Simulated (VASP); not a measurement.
# Ge (Fd-3m) in VASP: notebook, part 2 of 2

VASP 6.6.1.

### Step 4. Electric field gradients, r2SCAN (24.21 Å³/atom)

This run uses another cell than the first one, of 24.21 Å³/atom.

File POSCAR:

```
Ge
1.0
    0.0000000000      2.8930770614      2.8930770614
    2.8930770614      0.0000000000      2.8930770614
    2.8930770614      2.8930770614      0.0000000000
Ge
2
Direct
    0.0000000000      0.0000000000      0.0000000000
    0.2500000000      0.2500000000      0.2500000000
```

File INCAR.step1:

```
PREC = Accurate
ENCUT = 520
ISMEAR = -1
SIGMA = 0.05
LREAL = False
LASPH = True
NELM = 100
NBANDS = 21
GGA = PE
ALGO = Normal
EDIFF = 1E-4
LWAVE = True
LCHARG = False
```

File INCAR.step2:

```
PREC = Accurate
ENCUT = 520
EDIFF = 1E-8
ISMEAR = -1
SIGMA = 0.05
LREAL = False
LASPH = True
NELM = 100
ALGO = Normal
ISIF = 2
LWAVE = False
LCHARG = False
METAGGA = R2SCAN
LMIXTAU = True
LEFG = True
NBANDS = 21
ISTART = 1
```

File KPOINTS:

```
Automatic mesh
0
Gamma
  11 11 11
```

Potentials or basis: VASP PAW PBE potentials, release 64 (Ge_d).

Run with:

```sh
cat potpaw_PBE.64/Ge_d/POTCAR > POTCAR
cp INCAR.step1 INCAR
mpirun -np 1 vasp_std > vasp.out
cp INCAR.step2 INCAR
mpirun -np 1 vasp_std > vasp.out
```

OUTCAR:

```text
PREC = Accurate
   ENCUT = 520
   EDIFF = 1E-8
   ISMEAR = -1
   LREAL = False
   LASPH = True
   NELM = 100
   ISIF = 2
   METAGGA = R2SCAN
   ISTART = 1

 ion  position               nearest neighbor table
   1  0.000  0.000  0.000-   2 2.51   2 2.51   2 2.51   2 2.51
   2  0.250  0.250  0.250-   1 2.51   1 2.51   1 2.51   1 2.51

  LATTYP: Found a face centered cubic cell.
 ALAT       =     5.7861541228

  Lattice vectors:

 A1 = (   0.0000000000,   2.8930770614,   2.8930770614)
 A2 = (   2.8930770614,   0.0000000000,   2.8930770614)
 A3 = (   2.8930770614,   2.8930770614,   0.0000000000)

Analysis of symmetry for initial positions (statically):
=====================================================================
 Subroutine PRICEL returns:
 Original cell was already a primitive cell.

 Routine SETGRP: Setting up the symmetry group for a
 face centered cubic supercell.

 Subroutine GETGRP returns: Found 48 space group operations
 (whereof 24 operations were pure point group operations)
 out of a pool of 48 trial point group operations.

The static configuration has the point symmetry T_d .
 The point group associated with its full space group is O_h .

Analysis of symmetry for dynamics (positions and initial velocities):
=====================================================================
 Subroutine PRICEL returns:
 Original cell was already a primitive cell.

 Routine SETGRP: Setting up the symmetry group for a
 face centered cubic supercell.

 Subroutine GETGRP returns: Found 48 space group operations
 (whereof 24 operations were pure point group operations)
 out of a pool of 48 trial point group operations.

The dynamic configuration has the point symmetry T_d .
 The point group associated with its full space group is O_h .

 Subroutine INISYM returns: Found 48 space group operations
 (whereof 24 operations are pure point group operations),
 and found     1 'primitive' translations

----------------------------------------------------------------------------------------

                                     Primitive cell

  volume of cell :      48.4295

  direct lattice vectors                    reciprocal lattice vectors
     0.000000000  2.893077061  2.893077061    -0.172826368  0.172826368  0.172826368
     2.893077061  0.000000000  2.893077061     0.172826368 -0.172826368  0.172826368
     2.893077061  2.893077061  0.000000000     0.172826368  0.172826368 -0.172826368

  length of vectors
     4.091428817  4.091428817  4.091428817     0.299344050  0.299344050  0.299344050

  position of ions in fractional coordinates (direct lattice)
     0.000000000  0.000000000  0.000000000
     0.250000000  0.250000000  0.250000000

  ion indices of the primitive-cell ions
   primitive index   ion index
                 1           1
                 2           2

----------------------------------------------------------------------------------------

 KPOINTS: Automatic mesh

Automatic generation of k-mesh.
 Grid dimensions read from file:
 generate k-points for:   11   11   11
[... 70 lines left out ...]
   ISIF   =      2    stress and relaxation
   ISYM   =      2    0-nonsym 1-usesym 2-fastsym
   POTIM  = 0.5000    time-step for ionic-motion
   TEBEG  =    0.0;   TEEND  =   0.0 temperature during run
   PSTRESS=    0.0 pullay stress
   NELECT =      28.0000    total number of electrons
   NUPDOWN=      -1.0000    fix difference up-down
   EMIN   =  10.00;   EMAX   =-10.00  energy-range for DOS
   EFERMI =   0.00;   METHOD = LEGACY
   ISMEAR =    -1;   SIGMA  =   0.05  broadening in eV -4-tet -1-fermi 0-gaus
   EFERMI_NEDOS =   21; number of points for ismear=-14 and -15
   IALGO  =     38    algorithm
   IMIX   =      4    mixing-type and parameters
     AMIX     =   0.40;   BMIX     =  1.00
     AMIX_MAG =   1.60;   BMIX_MAG =  1.00
  volume/ion in A,a.u.               =      24.21       163.41
  Fermi-wavevector in a.u.,A,eV,Ry     =   1.363821  2.577249 25.306957  1.860009
  Thomas-Fermi vector in A             =   2.490191
   LORBIT       =      0    0 simple, 1 ext, 2 COOP (PROOUT), +10 PAW based schemes
   METAGGA = R2SCAN    functional components
   LHFCALC =     F    Hartree Fock is set to
   AEXX    =    0.0000 exact exchange contribution
   IVDW    =     0    specifies the selected vdW correction
   LEPSILON=     F    determine dielectric tensor
   LRPA    =     F    only Hartree local field effects (RPA)
 non-spin polarized calculation
  energy-cutoff  :      520.00
  volume of cell :       48.43
 maximum number of plane-waves:      1321
   NGX = 15   NGY = 15   NGZ = 15

 number of electron      27.9999971 magnetization

 Free energy of the ion-electron system (eV)
  ---------------------------------------------------
  ext. energy  EPLUGINS =         0.00000000
  ---------------------------------------------------
  free energy    TOTEN  =       -27.71327237 eV

  energy without entropy =      -27.71296376  energy(sigma->0) =      -27.71311806

 E-fermi :   4.2055     XC(G=0): -10.4726

 val. band max:        4.1622169842   @ k =   0.0000   0.0000   0.0000
 cond. band min:       4.4066749551   @ k =   0.4545   0.0000   0.0000
 fundamental gap:      0.2444579709
 Fermi energy:         4.2054871419

 k-point     1 :       0.0000    0.0000    0.0000
  band No.  band energies     occupation
      1     -21.2472      2.00000
      2     -21.2472      2.00000
      3     -21.2472      2.00000
      4     -21.2128      2.00000
      5     -21.2128      2.00000
      6     -21.0299      2.00000
[... 565 lines left out ...]
     20      14.1041      0.00000
     21      14.2133      0.00000

 [... further k-points ...]

------------------------ aborting loop because EDIFF is reached ----------------------------------------

  FORCE on cell =-STRESS in cart. coord.  units (eV):
  Direction    XX          YY          ZZ          XY          YZ          ZX
  --------------------------------------------------------------------------------------
  -------------------------------------------------------------------------------------
  Total       -1.0688080     -1.0688080     -1.0688080      0.0000000      0.0000000     -0.0000000
  in kB      -35.3590260    -35.3590260    -35.3590260      0.0000000      0.0000000     -0.0000000
  external PRESSURE =     -35.3590260 kB  Pullay stress =       0.0000000 kB

 VOLUME and BASIS-vectors are now :
 -----------------------------------------------------------------------------
  energy-cutoff  :      520.00
  volume of cell :       48.43
      direct lattice vectors                 reciprocal lattice vectors
     0.000000000  2.893077061  2.893077061    -0.172826368  0.172826368  0.172826368
     2.893077061  0.000000000  2.893077061     0.172826368 -0.172826368  0.172826368
     2.893077061  2.893077061  0.000000000     0.172826368  0.172826368 -0.172826368

 POSITION                                       TOTAL-FORCE (eV/Angst)
 -----------------------------------------------------------------------------------
      0.00000      0.00000      0.00000         0.000000     -0.000000     -0.000000
      1.44654      1.44654      1.44654        -0.000000      0.000000      0.000000
 -----------------------------------------------------------------------------------
    total drift:                                0.000000      0.000000      0.000000

  FREE ENERGIE OF THE ION-ELECTRON SYSTEM (eV)
  ---------------------------------------------------
  free  energy   TOTEN  =       -27.7132723656 eV

  energy  without entropy=      -27.7129637634  energy(sigma->0) =      -27.71311806

 Electric field gradients (V/A^2)
---------------------------------------------------------------------
 ion       V_xx      V_yy      V_zz      V_xy      V_xz      V_yz
---------------------------------------------------------------------
   1      -0.000    -0.000    -0.000     0.005     0.005     0.005
   2      -0.000    -0.000    -0.000     0.005     0.005     0.005
---------------------------------------------------------------------

 Electric field gradients after diagonalization (V/A^2)
 (convention: |V_zz| > |V_xx| > |V_yy|)
----------------------------------------------------------------------
 ion       V_xx      V_yy      V_zz     asymmetry (V_yy - V_xx)/ V_zz
----------------------------------------------------------------------
   1      -0.005    -0.005     0.009       0.000
   2      -0.005    -0.005     0.009       0.000
----------------------------------------------------------------------

           NMR quadrupolar parameters

 Cq : quadrupolar parameter    Cq=e*Q*V_zz/h
 eta: asymmetry parameters     (V_yy - V_xx)/ V_zz
 Q  : nuclear electric quadrupole moment in mb (millibarn)
----------------------------------------------------------------------
 ion       Cq(MHz)       eta       Q (mb)
----------------------------------------------------------------------
   1       0.000       0.000       1.000
   2       0.000       0.000       1.000
----------------------------------------------------------------------
```

OUTCAR.step1:

```text
PREC = Accurate
   ENCUT = 520
   ISMEAR = -1
   LREAL = False
   LASPH = True
[... 798 lines left out ...]
      0.00000      0.00000      0.00000        -0.000000      0.000000      0.000000
      1.44654      1.44654      1.44654         0.000000     -0.000000     -0.000000
 -----------------------------------------------------------------------------------
    total drift:                                0.000000      0.000000      0.000000

  FREE ENERGIE OF THE ION-ELECTRON SYSTEM (eV)
  ---------------------------------------------------
  free  energy   TOTEN  =        -9.0340584342 eV

  energy  without entropy=       -9.0330167234  energy(sigma->0) =       -9.03353758
```

It took 6.4 min on 1 thread of Intel Xeon 8259CL, shared host; peak memory 0.19 GiB.

What came out:

| Quantity | Value |
| --- | --- |
| Free energy | -27.7133 eV |
| Pressure | -3.5 GPa |
| Band gap on the k mesh | zero (filled and empty bands touch) |
| Largest electric field gradient by atom | under 0.05 V/Å² on every atom |

Levels at points of the mesh, in eV from the Fermi level:
```
           k point  band 11  band 12  band 13  band 14  band 15  band 16  band 17  band 18
(0.00, 0.00, 0.00)   -12.84    -0.27    -0.04    -0.04    -0.04     2.64     2.64     2.64
```

Caveat: the cell stands under tension; semilocal functionals underestimate gaps, and a narrow one can read as zero; the PAW data sets were made with another functional, which shifts forces and pressure a little.

### Step 5. The runs side by side

```csv
cell,gap on the mesh (eV),pressure (GPa)
"a = 4.013 Å, angles 60.0°, 2 atoms",0.32,0.0
"a = 4.039 Å, angles 60.0°, 2 atoms",0.13,-1.3
"a = 4.091 Å, angles 60.0°, 2 atoms",none,-3.5
```

Alike in all rows: task electric field gradients; level r2SCAN; potentials or basis VASP PAW PBE potentials, release 64 (Ge_d); no spin polarisation; k mesh 11 × 11 × 11; cutoff (eV) 520; smearing fermi-dirac 0.05 eV.

Caveats: semilocal functionals underestimate gaps, and a narrow one can read as zero; the PAW data sets were made with another functional, which shifts forces and pressure a little; an odd mesh through Γ misses points on the zone boundary, where band edges can lie (at least some runs); the cell stands under tension (at least some runs).

Absolute energies hang on the potentials; compare differences alone.

The gap in the log of VASP goes by the Fermi energy; the results here count the filled bands.